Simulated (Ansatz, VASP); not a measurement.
## Two plane-wave programs on SiC

```
Si C
1.0
     3.07484    0.00533    0.00762
    -1.53281    2.67821    0.00243
     0.01251    0.01183    5.01816
Si C
2 2
Direct
  0.31679 0.67577 0.99047
  0.69980 0.33710 0.50182
  0.33281 0.68825 0.42749
  0.65060 0.29889 0.85022
```

Change from the starting cell: all atoms moved at random (sigma 0.15 Å a component), cell strained at random (sigma 0.01).

Alike in both runs: task single point; functional r2SCAN; k mesh 12 × 12 × 6; occupations gaussian, width 0.05 eV; no spin polarisation.

|  | VASP | Ansatz |
| --- | --- | --- |
| version | VASP 6.6.1 | Ansatz 0.2.0 |
| potentials or method | VASP PAW PBE potentials, release 64 (Si, C), cutoff 520 eV | scalar-relativistic, plane waves, PAW |
| valence electrons in the cell | 16 | 16 |

VASP gave:

| Property | Result |
| --- | --- |
| gap on the k mesh at the Fermi level (eV) | 2.31 |
| least direct gap on the mesh (eV) | 4.04 |
| pressure (GPa) | 9.9 |
| traceless stress, the component that is largest in VASP (GPa) | 7.62 |
| rms of the force components (eV/Å) | 2.633 |

**Question.** Which values does Ansatz return?

**Answer.** gap on the k mesh at the Fermi level (eV): 2.31; least direct gap on the mesh (eV): 4.04; pressure (GPa): 10.1; traceless stress, the component that is largest in VASP (GPa): 7.68; rms of the force components (eV/Å): 2.633.

VASP's potentials were made for PBE, not for r2SCAN. Atom by atom the forces differ by 0.009 eV/Å (rms over components).
